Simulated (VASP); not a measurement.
Runs of VASP 6.6.1 on Tm3C2. The structure is that of space group Pm-3m (No. 221), or close to it. The cells are those of the table. The cell was built from a structure type or drawn by symmetry, and may not be a known phase.

| task | cell | k mesh | gap on the mesh (eV) | pressure (GPa) | relaxed volume (Å³/atom) |
| --- | --- | --- | --- | --- | --- |
| relaxation of cell and atoms | relaxed from a = 4.609 Å, 5 atoms | 8 × 8 × 8 | none | 0.0 | (b) |
| single point | a = 4.757 Å, 5 atoms | 4 × 4 × 4 | none | -6.4 | - |
| relaxation of cell and atoms | relaxed from a = 4.757 Å, 5 atoms | 4 × 4 × 4 | - | 0.0 | 19.71 |
| single point | a = 4.609 Å, 5 atoms | 4 × 4 × 4 | none | 0.7 | - |
| single point | a = 4.606 Å, 5 atoms | 8 × 8 × 8 | none | (a) | - |

Alike in all rows: level PBE; potentials or basis VASP PAW PBE potentials, release 64 (Tm_3, C), 4f in core; no spin polarisation; cutoff (eV) 600; smearing gaussian 0.1 eV.

Q: Fill in the values left out.

A: (a) 0.9; (b) 19.75.

Caveats: spin-orbit coupling is left out, which moves the levels of the heavy elements; the 4f electrons are frozen in the core, so they carry no moment and show no levels; the cell stands under tension (at least some runs); the highest band is partly filled, so the run has too few bands (at least some runs).

A k mesh can miss the band edges, and the runs leave out spin-orbit coupling on Tm.

A gap of «none» marks levels without a gap at the run's occupations.
